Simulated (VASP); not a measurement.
Here is a VASP 6.6.1 calculation.

INCAR

```
  ALGO = Normal
  EDIFF = 1E-6
  ENCUT = 520
  GGA = PE
  ISIF = 2
  ISMEAR = 0
  ISPIN = 2
  LASPH = True
  LCHARG = False
  LMAXMIX = 4
  LORBIT = 11
  LREAL = False
  LWAVE = False
  MAGMOM = 3 3 3 3 3 3 0 0 0 0
  NBANDS = 70
  NELM = 150
  PREC = Accurate
  SIGMA = 0.1
```

KPOINTS

```
k-points
0
Gamma
  6 6 1
```

POSCAR

```
Co3W2
1.0
    2.6891420966     -0.0000000029      0.0000000000
   -1.3445710458      2.3288653715      0.0000000000
    0.0000000000      0.0000000000     21.2303928710
Co W
6 4
Direct
    0.3333333333      0.6666666667      0.7820016477
    0.3333333333      0.6666666667      0.2179983523
    0.3333333333      0.6666666667      0.3996648347
    0.3333333333      0.6666666667      0.6003351653
    0.6666666667      0.3333333333      0.3089486021
    0.6666666667      0.3333333333      0.6910513979
    0.3333333333      0.6666666667      0.0000000000
    0.6666666667      0.3333333333      0.8818331685
    0.6666666667      0.3333333333      0.1181668315
    0.6666666667      0.3333333333      0.5000000000
```

Potentials or basis: VASP PAW PBE potentials, release 64 (Co, W_sv).

Launch:

```sh
$ cat potpaw_PBE.64/Co/POTCAR potpaw_PBE.64/W_sv/POTCAR > POTCAR
$ mpirun -np 1 vasp_std > vasp.out
```

Estimate the net moment.

7.03 μB per cell.

Estimate the largest force.

0.033 eV/Å.

Forces on the atoms (eV/Å):
```
Co   0.000  0.000 -0.033
Co   0.000  0.000  0.033
Co   0.000  0.000 -0.022
Co   0.000  0.000  0.022
Co   0.000  0.000  0.003
Co   0.000  0.000 -0.003
W    0.000  0.000  0.000
W    0.000  0.000 -0.021
W    0.000  0.000  0.021
W    0.000  0.000  0.000
```

Caveat: the k points lie up to 0.45 Å⁻¹ apart.
